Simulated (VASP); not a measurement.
# KF (CsCl type): single point with PBE

The system is KF (CsCl type).

```
CELL_PARAMETERS angstrom
3.25867 0.00000 0.00000
0.00000 3.25867 0.00000
0.00000 0.00000 3.25867
ATOMIC_POSITIONS crystal
K 0.00000 0.00000 0.00000
F 0.50000 0.50000 0.50000
```

```yaml
Program: VASP 6.6.1
Task: single point
Functional: PBE
Potentials_or_basis: VASP PAW PBE potentials, release 64 (K_sv, F)
Cutoff: 520 eV
k_mesh: 14 × 14 × 14
Occupations: fermi-dirac, width 0.05 eV
Spin: no spin polarisation
```

The pressure is 0.0 GPa. The band gap on the k mesh is 6.26 eV, indirect (least direct gap 6.31 eV).

Levels at points of the mesh, in eV from the valence-band top:
```csv
k point,band 4,band 5,band 6,band 7,band 8,band 9,band 10,band 11,band 12,band 13
"(0.00, 0.00, 0.00)",-10.05,-10.05,-0.05,-0.05,-0.05,6.26,8.29,8.29,13.82,13.82
"(0.50, 0.00, 0.00)",-9.94,-9.94,-1.22,-0.16,-0.16,9.28,9.35,10.87,12.40,12.40
"(0.50, 0.50, 0.00)",-10.82,-9.86,-0.62,-0.62,0.00,8.46,8.97,11.86,11.86,14.24
"(0.50, 0.50, 0.50)",-10.63,-10.63,-1.03,-1.03,-1.03,10.43,10.43,10.43,15.20,15.20
```

Run time: 28 s on 1 thread of AMD EPYC 9R45 96-Core Processor (Zen 5) (shared host), peak memory 0.15 GiB.

A k mesh can miss the band edges.
